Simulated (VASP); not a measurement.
# Ta2N (P-3m1) in VASP: a series of runs, part 2 of 2

VASP 6.6.1.

## (3) Single point, PBEsol (14.25 Å³/atom)

Input file INCAR:

```
ALGO = Normal
EDIFF = 1E-6
ENCUT = 520
GGA = PS
ISIF = 2
ISMEAR = 0
LASPH = True
LCHARG = False
LREAL = False
LWAVE = False
NBANDS = 20
NELM = 100
PREC = Accurate
SIGMA = 0.15
```

Input file KPOINTS:

```
k-points
0
Gamma
  18 18 10
```

Input file POSCAR:

```
Ta2N
1.0
    3.1901197978      0.0000000000      0.0000000000
   -1.5950598989      2.7627247860      0.0000000000
    0.0000000000      0.0000000000      4.8508961645
Ta N
2 1
Direct
    0.6666666667      0.3333333333      0.7463700642
    0.3333333333      0.6666666667      0.2536299358
    0.0000000000      0.0000000000      0.0000000000
```

Potentials or basis: VASP PAW PBE potentials, release 64 (Ta_pv, N).

Command:

```console
> cat potpaw_PBE.64/Ta_pv/POTCAR potpaw_PBE.64/N/POTCAR > POTCAR
> mpirun -np 1 vasp_std > vasp.out
```

OUTCAR:

```text
EDIFF = 1E-6
   ENCUT = 520
   GGA = PS
   ISIF = 2
   ISMEAR = 0
   LASPH = True
   LREAL = False
   NELM = 100
   PREC = Accurate

 ion  position               nearest neighbor table
   1  0.667  0.333  0.746-   3 2.21   3 2.21   3 2.21   2 3.02   2 3.02   2 3.02   2 3.07   2 3.07
                             2 3.07
   2  0.333  0.667  0.254-   3 2.21   3 2.21   3 2.21   1 3.02   1 3.02   1 3.02   1 3.07   1 3.07
[... 751 lines left out ...]

  FORCE on cell =-STRESS in cart. coord.  units (eV):
  Direction    XX          YY          ZZ          XY          YZ          ZX
  --------------------------------------------------------------------------------------
  -------------------------------------------------------------------------------------
  Total       -5.5771620     -5.5771620     -4.1404807      0.0000000      0.0000000      0.0000000
  in kB     -209.0052747   -209.0052747   -155.1653521      0.0000000      0.0000000      0.0000000
  external PRESSURE =    -191.0586338 kB  Pullay stress =       0.0000000 kB

 VOLUME and BASIS-vectors are now :
 -----------------------------------------------------------------------------
  energy-cutoff  :      520.00
  volume of cell :       42.75
      direct lattice vectors                 reciprocal lattice vectors
     3.190119798  0.000000000  0.000000000     0.313467852  0.180980749  0.000000000
    -1.595059899  2.762724786  0.000000000     0.000000000  0.361961497  0.000000000
     0.000000000  0.000000000  4.850896164     0.000000000  0.000000000  0.206147476

 POSITION                                       TOTAL-FORCE (eV/Angst)
 -----------------------------------------------------------------------------------
      1.59506      0.92091      3.62056         0.000000      0.000000      0.569507
     -0.00000      1.84182      1.23033         0.000000     -0.000000     -0.569507
      0.00000      0.00000      0.00000        -0.000000      0.000000      0.000000
 -----------------------------------------------------------------------------------
    total drift:                                0.000000     -0.000000      0.000000

  FREE ENERGIE OF THE ION-ELECTRON SYSTEM (eV)
  ---------------------------------------------------
  free  energy   TOTEN  =       -36.2898843338 eV

  energy  without entropy=      -36.2760746158  energy(sigma->0) =      -36.28297947
```

stdout:

```text
POSCAR found type information on POSCAR TaN
 POSCAR found :  2 types and       3 ions
 scaLAPACK will be used
 -----------------------------------------------------------------------------
|                                                                             |
|                                                                             |
|     You enforced a specific xc type in the INCAR file but a different       |
|     I HOPE YOU KNOW WHAT YOU ARE DOING!                                     |
|                                                                             |
 -----------------------------------------------------------------------------

 LDA part: xc-table for (Slater+PW92), standard interpolation
 POSCAR, INCAR and KPOINTS ok, starting setup
 FFT: planning ... GRIDC
 FFT: planning ... GRID_SOFT
 FFT: planning ... GRID
 WAVECAR not read
 entering main loop
```

Run time: 1.8 min. Hardware: 1 thread of Intel Xeon Platinum 8559C (Emerald Rapids), shared host; peak memory 0.35 GiB.

What came out:

| Quantity | Value |
| --- | --- |
| Free energy | -36.2899 eV |
| Pressure | -19.1 GPa |
| Largest force | 0.570 eV/Å |
| Band gap on the k mesh | zero (an odd number of electrons rules out a gap without spin polarisation) |

Forces in eV/Å, atoms in the order of the input:
```
Ta   0.000  0.000  0.570
Ta   0.000  0.000 -0.570
N    0.000  0.000  0.000
```

Caveat: the stress differs along the axes, from -21 to -16 GPa; the PAW data sets were made with another functional, which shifts forces and pressure a little; spin-orbit coupling is left out, which moves the levels of the heavy elements.

## (4) Single point, PBEsol (14.25 Å³/atom)

Input file INCAR:

```
SYSTEM = Ta2N
PREC     = Accurate       ! precision mode
ENCUT    = 520            ! plane-wave cutoff, eV
EDIFF    = 1E-6           ! SCF threshold, eV
ISMEAR   = 0              ! smearing method
SIGMA    = 0.15           ! smearing width, eV
LREAL    = .FALSE.        ! projectors in reciprocal space
LASPH    = .TRUE.         ! aspherical terms in the spheres
NELM     = 100            ! most SCF steps
ALGO     = Normal         ! electronic algorithm
ISIF     = 2              ! what is computed and relaxed
LWAVE    = .FALSE.        ! write WAVECAR
LCHARG   = .TRUE.         ! write CHGCAR
GGA      = PS             ! functional
LELF     = .TRUE.         ! ELF
LVHAR    = .TRUE.       
NBANDS   = 20             ! bands
```

Input file KPOINTS:

```
Automatic mesh
0
G
  18 18 10
  0 0 0
```

Input file POSCAR:

```
Ta2N
1.0
    3.0644804314      0.0000000000      0.0000000000
   -1.5322402157      2.6539179030      0.0000000000
    0.0000000000      0.0000000000      5.2568097320
Ta N
2 1
Direct
    0.6666666667      0.3333333333      0.7463700642
    0.3333333333      0.6666666667      0.2536299358
    0.0000000000      0.0000000000      0.0000000000
```

Command:

```console
> cat potpaw_PBE.64/Ta_pv/POTCAR potpaw_PBE.64/N/POTCAR > POTCAR
> mpirun -np 1 vasp_std > vasp.out
```

It took 2.2 min on 1 thread of Intel Xeon Platinum 8559C (Emerald Rapids), shared host; peak memory 0.36 GiB.

It converged, with:

```yaml
Free_energy: -36.1787 eV
Pressure: -18.6 GPa
Largest_force: 0.106 eV/Å
Band_gap_on_the_k_mesh: zero (an odd number of electrons rules out a gap without spin polarisation)
```

Forces on the atoms (eV/Å):
```
Ta   0.000  0.000 -0.106
Ta   0.000  0.000  0.106
N    0.000  0.000  0.000
```

Stress tensor (GPa, compression positive):
```
-13.66   0.00   0.00
  0.00 -13.66   0.00
  0.00   0.00 -28.47
```

Levels at points of the mesh, in eV from the Fermi level:
| k point | band 10 | band 11 | band 12 | band 13 | band 14 | band 15 | band 16 | band 17 |
| --- | --- | --- | --- | --- | --- | --- | --- | --- |
| (0.00, 0.00, 0.00) | -5.30 | -5.06 | -1.29 | -0.17 | -0.17 | 0.21 | 0.95 | 0.95 |
| (0.50, 0.00, 0.00) | -5.75 | -4.26 | -2.22 | -1.12 | 0.68 | 2.55 | 3.53 | 3.78 |
| (0.00, 0.00, 0.50) | -5.41 | -3.29 | -2.85 | -0.65 | -0.65 | 1.24 | 2.10 | 2.12 |
| (0.50, 0.00, 0.50) | -5.57 | -3.39 | -1.89 | -1.86 | -0.55 | 1.09 | 3.79 | 3.99 |

Caveat: the stress differs along the axes, from -28 to -14 GPa; the PAW data sets were made with another functional, which shifts forces and pressure a little; spin-orbit coupling is left out, which moves the levels of the heavy elements.

## (5) Overview

| cell | gap on the mesh (eV) | pressure (GPa) | largest force (eV/Å) |
| --- | --- | --- | --- |
| a = 3.255, b = 3.255, c = 4.660 Å, angles 90.0, 90.0, 120.0°, 3 atoms | none | -18.3 | 0.91 |
| a = 3.190, b = 3.190, c = 4.851 Å, angles 90.0, 90.0, 120.0°, 3 atoms | none | -19.1 | 0.57 |
| a = 3.064, b = 3.064, c = 5.257 Å, angles 90.0, 90.0, 120.0°, 3 atoms | none | -18.6 | 0.11 |

Alike in all rows: task single point; level PBEsol; potentials or basis VASP PAW PBE potentials, release 64 (Ta_pv, N); no spin polarisation; k mesh 18 × 18 × 10; cutoff (eV) 520; smearing gaussian 0.15 eV.

Caveats: the PAW data sets were made with another functional, which shifts forces and pressure a little; spin-orbit coupling is left out, which moves the levels of the heavy elements; the stress differs along the axes, from -25 to -6 GPa (at least some runs); the stress differs along the axes, from -21 to -16 GPa (at least some runs); the stress differs along the axes, from -28 to -14 GPa (at least some runs).

Total energies depend on the potentials used, so only differences within one code and one set of settings carry meaning.
